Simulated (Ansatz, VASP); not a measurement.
## Al in VASP and in Ansatz

POSCAR

```
Al
1.0
    0.0000000000      2.0222963920      2.0222963920
    2.0222963920      0.0000000000      2.0222963920
    2.0222963920      2.0222963920      0.0000000000
Al
1
Direct
    0.0000000000      0.0000000000      0.0000000000
```

Contents of INCAR.step1:

```
SYSTEM = Al
PREC = Accurate ; ENCUT = 520
EDIFF = 1E-5 ; ISMEAR = 0
SIGMA = 0.05 ; LREAL = .FALSE.
LASPH = .TRUE. ; NELM = 60
ALGO = Normal ; ISIF = 2
LWAVE = .TRUE. ; LCHARG = .FALSE.
NBANDS = 8 ; GGA = PE
```

The input INCAR.step2:

```
SYSTEM = Al
PREC = Accurate ; ENCUT = 520
EDIFF = 1E-7 ; ISMEAR = 0
SIGMA = 0.05 ; LREAL = .FALSE.
LASPH = .TRUE. ; NELM = 60
ALGO = Normal ; ISIF = 2
LWAVE = .FALSE. ; LCHARG = .FALSE.
GGA = PE ; LHFCALC = .TRUE.
HFSCREEN = 0.2079 ; PRECFOCK = Normal
NBANDS = 8 ; ISTART = 1
```

Contents of KPOINTS:

```
regular mesh
0
G
  10 10 10
  0 0 0
```

Input for Ansatz:

```yaml
crystal:
  lattice:
    - [0.0, 2.022296392, 2.022296392]
    - [2.022296392, 0.0, 2.022296392]
    - [2.022296392, 2.022296392, 0.0]
  atoms:
    - { symbol: Al, position: [0.0, 0.0, 0.0] }
basis:
  ecutwfc: 420
  ecutrho_ratio: 4
kpoints:
  mp_grid: { grid: [10, 10, 10] }
hamiltonian:
  xc: hse06
scf:
  occupations: { method: gaussian, width: 0.05 }
output:
  forces: true
  stress: true
  eigenvalues: true
```

Alike in both runs: task single point; functional HSE06; k mesh 10 × 10 × 10; occupations gaussian, width 0.05 eV; no spin polarisation.

|  | VASP | Ansatz |
| --- | --- | --- |
| version | VASP 6.6.1 | Ansatz 0.2.0 |
| potentials or method | VASP PAW PBE potentials, release 64 (Al), cutoff 520 eV | scalar-relativistic, plane waves, PAW |
| valence electrons in the cell | 3 | 3 |

Ansatz gave:

| Item | Value |
| --- | --- |
| gap on the k mesh at the Fermi level (eV) | none |
| pressure (GPa) | -1.6 |

Problem. What did VASP give for the same quantities?

Solution. gap on the k mesh at the Fermi level (eV): none; pressure (GPa): -1.5.

A gap of «none» marks a metal or a gap that the smearing closes. Ansatz's warnings: filled band counts differ across k points, stress exchange threshold loose, stress scf threshold loose.
